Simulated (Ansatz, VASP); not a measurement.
Two plane-wave programs on SnO2

INCAR

```
SYSTEM = SnO2
ALGO = Normal
EDIFF = 1E-6
ENCUT = 520
GGA = PE
ISIF = 2
ISMEAR = 0
LASPH = .True.
LCHARG = .False.
LREAL = .False.
LWAVE = .False.
NBANDS = 64
NELM = 60
PREC = Accurate
SIGMA = 0.05
```

Contents of KPOINTS:

```
k-points
0
Gamma
  6 6 6
  0 0 0
```

POSCAR

```
SnO2
1.0
    4.4302081060      0.0000000000      0.0000000000
    0.0000000000      5.7197372102      0.0000000000
    0.0000000000      0.0000000000      4.9066232962
Sn O
4 8
Direct
    0.5000000000      0.6651654903      0.7500000000
    0.0000000000      0.8348345097      0.2500000000
    0.5000000000      0.3348345097      0.2500000000
    0.0000000000      0.1651654903      0.7500000000
    0.7301204269      0.6070551965      0.0781681516
    0.2301204269      0.8929448035      0.9218318484
    0.7698795731      0.8929448035      0.5781681516
    0.2698795731      0.6070551965      0.4218318484
    0.7301204269      0.3929448035      0.5781681516
    0.2301204269      0.1070551965      0.4218318484
    0.7698795731      0.1070551965      0.0781681516
    0.2698795731      0.3929448035      0.9218318484
```

Input for Ansatz:

```yaml
crystal:
  lattice:
    - [4.430208106, 0.0, 0.0]
    - [0.0, 5.7197372102, 0.0]
    - [0.0, 0.0, 4.9066232962]
  atoms:
    - { symbol: Sn, position: [0.5, 0.6651654903, 0.75] }
    - { symbol: Sn, position: [0.0, 0.8348345097, 0.25] }
    - { symbol: Sn, position: [0.5, 0.3348345097, 0.25] }
    - { symbol: Sn, position: [0.0, 0.1651654903, 0.75] }
    - { symbol: O, position: [0.7301204269, 0.6070551965, 0.0781681516] }
    - { symbol: O, position: [0.2301204269, 0.8929448035, 0.9218318484] }
    - { symbol: O, position: [0.7698795731, 0.8929448035, 0.5781681516] }
    - { symbol: O, position: [0.2698795731, 0.6070551965, 0.4218318484] }
    - { symbol: O, position: [0.7301204269, 0.3929448035, 0.5781681516] }
    - { symbol: O, position: [0.2301204269, 0.1070551965, 0.4218318484] }
    - { symbol: O, position: [0.7698795731, 0.1070551965, 0.0781681516] }
    - { symbol: O, position: [0.2698795731, 0.3929448035, 0.9218318484] }
basis:
  ecutwfc: 520.0
kpoints:
  mp_grid: { grid: [6, 6, 6] }
hamiltonian:
  xc: pbe
  pseudopotentials: { kind: paw, azcp: { folder: soft_1 } }
scf:
  occupations: { method: gaussian, width: 0.05 }
output:
  forces: true
  stress: true
  eigenvalues: true
```

Change from the starting cell: volume 10.361 Å^3 an atom, stretch along b over the lengths across it, relative to the relaxed cell 1.0620.

Alike in both runs: task single point; functional PBE; k mesh 6 × 6 × 6; occupations gaussian, width 0.05 eV; no spin polarisation.

|  | VASP | Ansatz |
| --- | --- | --- |
| version | VASP 6.6.1 | Ansatz 0.2.0 |
| potentials or method | VASP PAW PBE potentials, release 64 (Sn_d, O), cutoff 520 eV | scalar-relativistic, plane waves, PAW |
| valence electrons in the cell | 104 | 104 |

Ansatz gave:

* gap on the k mesh at the Fermi level (eV): 3.06
* least direct gap on the mesh (eV): 3.09
* rms of the force components (eV/Å): 0.597

Q: Estimate VASP's values.

A: gap on the k mesh at the Fermi level (eV): 3.06; least direct gap on the mesh (eV): 3.09; rms of the force components (eV/Å): 0.614.

Atom by atom the forces differ by 0.018 eV/Å (rms over components).
